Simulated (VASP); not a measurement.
# ScIn3As2 (P6/mmm) in VASP: a series of runs, part 2 of 2

VASP 6.6.1. Earlier steps stand in the parts before.

## (4) Single point, PBE

This run uses another cell than the first one, of 24.79 Å³/atom, 1.059 times its volume.

INCAR

```
SYSTEM = ScIn3As2
ALGO = Fast ; EDIFF = 1E-6
ENCUT = 520 ; GGA = PE
ISIF = 2 ; ISMEAR = 0
LASPH = .TRUE. ; LCHARG = .FALSE.
LREAL = .FALSE. ; LWAVE = .FALSE.
NBANDS = 39 ; NELM = 60
PREC = Accurate ; SIGMA = 0.1
```

KPOINTS

```
k-points
0
G
  6 6 4
  0 0 0
```

POSCAR

```
ScIn3As2
1.0
    5.7690897954      0.0000000000      0.0000000000
   -2.8845448977      4.9961783195      0.0000000000
    0.0000000000      0.0000000000      5.1607512080
Sc In As
1 3 2
Direct
    0.0000000000      0.0000000000      0.0000000000
    0.5000000000      0.0000000000      0.5000000000
    0.0000000000      0.5000000000      0.5000000000
    0.5000000000      0.5000000000      0.5000000000
    0.3333333333      0.6666666667      0.0000000000
    0.6666666667      0.3333333333      0.0000000000
```

Potentials or basis: VASP PAW PBE potentials, release 64 (Sc_sv, In_d, As).

Command:

```bash
cat potpaw_PBE.64/Sc_sv/POTCAR potpaw_PBE.64/In_d/POTCAR potpaw_PBE.64/As/POTCAR > POTCAR
mpirun -np 1 vasp_std > vasp.out
```

OUTCAR:

```text
SYSTEM = ScIn3As2
   EDIFF = 1E-6
   ENCUT = 520
   GGA = PE
   ISIF = 2
   ISMEAR = 0
   LASPH = .TRUE.
   LREAL = .FALSE.
   NELM = 60
   PREC = Accurate

 ion  position               nearest neighbor table
   1  0.000  0.000  0.000-
   2  0.500  0.000  0.500-   3 2.88   4 2.88   4 2.88   3 2.88   5 3.07   6 3.07   5 3.07   6 3.07

   3  0.000  0.500  0.500-   2 2.88   2 2.88   4 2.88   4 2.88   5 3.07   6 3.07   5 3.07   6 3.07

   4  0.500  0.500  0.500-   2 2.88   2 2.88   3 2.88   3 2.88   5 3.07   6 3.07   5 3.07   6 3.07

   5  0.333  0.667  0.000-   2 3.07   2 3.07   3 3.07   3 3.07   4 3.07   4 3.07
   6  0.667  0.333  0.000-   2 3.07   2 3.07   3 3.07   3 3.07   4 3.07   4 3.07

  LATTYP: Found a hexagonal cell.
 ALAT       =     5.7690897954
 C/A-ratio  =     0.8945520682

  Lattice vectors:

 A1 = (   5.7690897954,   0.0000000000,   0.0000000000)
 A2 = (  -2.8845448977,   4.9961783195,   0.0000000000)
 A3 = (   0.0000000000,   0.0000000000,   5.1607512080)

Analysis of symmetry for initial positions (statically):
[... 180 lines left out ...]

 val. band max:        6.2828777057   @ k =   0.1667   0.0000   0.0000
 cond. band min:       6.3515527105   @ k =   0.3333   0.1667   0.5000
 fundamental gap:      0.0686750048
 Fermi energy:         6.3398432766

 k-point     1 :       0.0000    0.0000    0.0000
  band No.  band energies     occupation
      1     -44.7608      2.00000
      2     -23.5018      2.00000
      3     -23.2626      2.00000
      4     -23.2626      2.00000
      5      -9.2865      2.00000
      6      -9.0599      2.00000
[... 871 lines left out ...]
     38       8.9681      0.00000
     39       9.7800      0.00000

------------------------ aborting loop because EDIFF is reached ----------------------------------------

  FORCE on cell =-STRESS in cart. coord.  units (eV):
  Direction    XX          YY          ZZ          XY          YZ          ZX
  --------------------------------------------------------------------------------------
  -------------------------------------------------------------------------------------
  Total        0.0276324      0.0276324      0.1409223      0.0000000     -0.0000000      0.0000000
  in kB        0.2976265      0.2976265      1.5178619      0.0000000     -0.0000000      0.0000000
  external PRESSURE =       0.7043716 kB  Pullay stress =       0.0000000 kB

 VOLUME and BASIS-vectors are now :
 -----------------------------------------------------------------------------
  energy-cutoff  :      520.00
  volume of cell :      148.75
      direct lattice vectors                 reciprocal lattice vectors
     5.769089795  0.000000000  0.000000000     0.173337569  0.100076492  0.000000000
    -2.884544898  4.996178320  0.000000000     0.000000000  0.200152984  0.000000000
     0.000000000  0.000000000  5.160751208     0.000000000  0.000000000  0.193770240

 POSITION                                       TOTAL-FORCE (eV/Angst)
 -----------------------------------------------------------------------------------
      0.00000      0.00000      0.00000        -0.000000      0.000000      0.000000
      2.88454      0.00000      2.58038        -0.000000      0.000000      0.000000
     -1.44227      2.49809      2.58038        -0.000000      0.000000      0.000000
      1.44227      2.49809      2.58038        -0.000000      0.000000      0.000000
     -0.00000      3.33079      0.00000        -0.000000      0.000000      0.000000
      2.88454      1.66539      0.00000         0.000000      0.000000     -0.000000
 -----------------------------------------------------------------------------------
    total drift:                                0.000000     -0.000000     -0.000000

  FREE ENERGIE OF THE ION-ELECTRON SYSTEM (eV)
  ---------------------------------------------------
  free  energy   TOTEN  =       -22.4341002718 eV

  energy  without entropy=      -22.4100958322  energy(sigma->0) =      -22.42209805
```

OSZICAR:

```text
N       E                     dE             d eps       ncg     rms          rms(c)
DAV:   1     0.622395827939E+03    0.62240E+03   -0.26568E+04  1638   0.182E+03
DAV:   2     0.510466096979E+02   -0.57135E+03   -0.56191E+03  1638   0.517E+02
DAV:   3    -0.215161165646E+02   -0.72563E+02   -0.70681E+02  2105   0.201E+02
[... 22 lines left out ...]
RMM:  26    -0.224340932793E+02   -0.26983E-05   -0.38097E-05  1434   0.728E-03    0.380E-03
RMM:  27    -0.224340960871E+02   -0.28079E-05   -0.29386E-05  1386   0.567E-03    0.107E-03
RMM:  28    -0.224340979876E+02   -0.19004E-05   -0.19049E-05  1381   0.519E-03    0.189E-03
RMM:  29    -0.224340993292E+02   -0.13416E-05   -0.14572E-05  1297   0.370E-03    0.111E-03
RMM:  30    -0.224341002718E+02   -0.94263E-06   -0.96065E-06  1206   0.293E-03
   1 F= -.22434100E+02 E0= -.22422098E+02  d E =-.240044E-01
```

stdout:

```text
POSCAR found type information on POSCAR ScInAs
 POSCAR found :  3 types and       6 ions
 scaLAPACK will be used
 LDA part: xc-table for (Slater+PW92), standard interpolation
 POSCAR, INCAR and KPOINTS ok, starting setup
 FFT: planning ... GRIDC
 FFT: planning ... GRID_SOFT
 FFT: planning ... GRID
 WAVECAR not read
 entering main loop
```

Run time: 2.4 min. Hardware: 1 thread of Intel Xeon 6975P-C (Granite Rapids), shared host; peak memory 0.36 GiB.

Results:

- Free energy: -22.4341 eV
- Pressure: 0.1 GPa
- Band gap on the k mesh: zero (band 30 reaches 6.98 eV, above the bottom of band 31 at 5.42 eV)

Stress tensor (GPa, compression positive):
```
0.03 0.00 0.00
0.00 0.03 0.00
0.00 0.00 0.15
```

Levels at points of the mesh, in eV from the Fermi level:
```tsv
k point	band 28	band 29	band 30	band 31	band 32	band 33
(0.00, 0.00, 0.00)	-2.18	-0.96	0.05	0.23	0.23	0.48
(0.50, 0.00, 0.00)	-1.10	-0.91	-0.65	-0.34	0.08	0.73
(0.00, 0.00, 0.50)	-1.66	-1.66	-0.92	-0.92	0.04	0.60
(0.50, 0.00, 0.50)	-0.71	-0.58	0.61	0.69	0.79	0.87
```

Caveat: spin-orbit coupling is left out, which moves the levels of the heavy elements.

## (5) The runs side by side

```tsv
cell	k mesh	gap on the mesh (eV)	pressure (GPa)
a = 6.138, b = 6.138, c = 4.304 Å, angles 90.0, 90.0, 120.0°, 6 atoms	3 × 3 × 4	none	6.5
a = 5.699, b = 5.699, c = 5.265 Å, angles 90.0, 90.0, 120.0°, 6 atoms	3 × 3 × 4	none	0.2
a = 5.769, b = 5.769, c = 5.161 Å, angles 90.0, 90.0, 120.0°, 6 atoms	6 × 6 × 4	none	0.1
```

Alike in all rows: task single point; level PBE; potentials or basis VASP PAW PBE potentials, release 64 (Sc_sv, In_d, As); no spin polarisation; cutoff (eV) 520; smearing gaussian 0.1 eV.

Caveats: some runs use coarse meshes; spin-orbit coupling is left out, which moves the levels of the heavy elements.

Absolute energies hang on the potentials; compare differences alone.
